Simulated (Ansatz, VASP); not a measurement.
# Ti4C in VASP and in Ansatz

The input INCAR:

```
SYSTEM = Ti4C
ALGO = Normal
EDIFF = 1E-6
EDIFFG = -0.01
ENCUT = 600
GGA = PE
IBRION = 2
ISIF = 3
ISMEAR = 0
LASPH = .TRUE.
LCHARG = .FALSE.
LREAL = .FALSE.
LWAVE = .FALSE.
NELM = 100
NSW = 100
PREC = Accurate
SIGMA = 0.1
```

File KPOINTS:

```
k-points
0
G
  10 10 10
  0 0 0
```

The input POSCAR:

```
Ti4C
1.0
    4.2268529551      0.0000000000      0.0000000000
    0.0000000000      4.2268529551      0.0000000000
    0.0000000000      0.0000000000      4.2268529551
Ti C
4 1
Direct
    0.0000000000      0.0000000000      0.0000000000
    0.5000000000      0.5000000000      0.0000000000
    0.5000000000      0.0000000000      0.5000000000
    0.0000000000      0.5000000000      0.5000000000
    0.5000000000      0.5000000000      0.5000000000
```

Input for Ansatz:

```yaml
crystal:
  lattice:
    - [4.2268529551, 0.0, 0.0]
    - [0.0, 4.2268529551, 0.0]
    - [0.0, 0.0, 4.2268529551]
  atoms:
    - { symbol: Ti, position: [0.0, 0.0, 0.0] }
    - { symbol: Ti, position: [0.5, 0.5, 0.0] }
    - { symbol: Ti, position: [0.5, 0.0, 0.5] }
    - { symbol: Ti, position: [0.0, 0.5, 0.5] }
    - { symbol: C, position: [0.5, 0.5, 0.5] }
basis:
  ecutwfc: 420
kpoints:
  mp_grid: { grid: [10, 10, 10] }
hamiltonian:
  xc: pbe
scf:
  occupations: { method: gaussian, width: 0.1 }
output:
  forces: true
  stress: true
  eigenvalues: true
relax:
  adjacent_minimum: "off"
  f_tol: 0.01
  max_steps: 80
  cell: { stress_tol: 0.05 }
```

Change from the starting cell: species swapped into the Ni4N type (Pm-3m, No. 221).

Alike in both runs: task relaxation of cell and atoms; functional PBE; k mesh 10 × 10 × 10; occupations gaussian, width 0.1 eV; no spin polarisation.

|  | VASP | Ansatz |
| --- | --- | --- |
| version | VASP 6.6.1 | Ansatz 0.2.0 |
| potentials or method | VASP PAW PBE potentials, release 64 (Ti_sv, C), cutoff 600 eV | scalar-relativistic, plane waves, PAW |
| valence electrons in the cell | 52 | 52 |

Ansatz gave:

| Item | Value |
| --- | --- |
| gap on the k mesh at the Fermi level, each at its own relaxed structure (eV) | none |
| relaxed volume (Å³/atom) | 15.13 |
| relaxed length of the cell vector where the two differ most in proportion (Å) | 4.229 |

Question: What did VASP give for the same quantities?

Answer: gap on the k mesh at the Fermi level, each at its own relaxed structure (eV): none; relaxed volume (Å³/atom): 15.11; relaxed length of the cell vector where the two differ most in proportion (Å): 4.228.

A gap of «none» marks a metal or a gap that the smearing closes.
